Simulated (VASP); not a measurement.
Ti, 1 atom in the cell. It takes space group Fmmm (No. 69, orthorhombic). Conventional cell: a = 3.092 Å, b = 4.435 Å, c = 4.772 Å, α = 90.00°, β = 90.00°, γ = 90.00°. Ti (site symmetry mmm) has 14 Ti at 2.70 to 3.26 Å within 3.6 Å.  This cell differs from its parent crystal: engineering shear strain xy -0.0733, normal strain along z -0.0500.

| Property | Result |
| --- | --- |
| Program | VASP 6.6.1 |
| Task | single point |
| Functional | PBE |
| Potentials or basis | VASP PAW PBE potentials, release 64 (Ti_sv) |
| Cutoff | 520 eV |
| k mesh | 20 × 20 × 20 |
| Occupations | gaussian, width 0.15 eV |
| Spin | no spin polarisation |
| Dipole correction | no |
| Further INCAR settings | ALGO = Fast; EDIFF = 1e-06; NBANDS = 12 |

Potentials or basis: VASP PAW PBE potentials, release 64 (Ti_sv).

The run is started by

```sh
$ cat potpaw_PBE.64/Ti_sv/POTCAR > POTCAR
$ mpirun -np 1 vasp_std > vasp.out
```

Hardware: 1 thread of Intel Xeon 6975P-C (shared host).

Estimate the wall time of this run.

Run time: 3.7 min on 1 thread of Intel Xeon 6975P-C, on a shared host, peak memory 0.33 GiB. Counts: scf iterations 20, k points 1166.
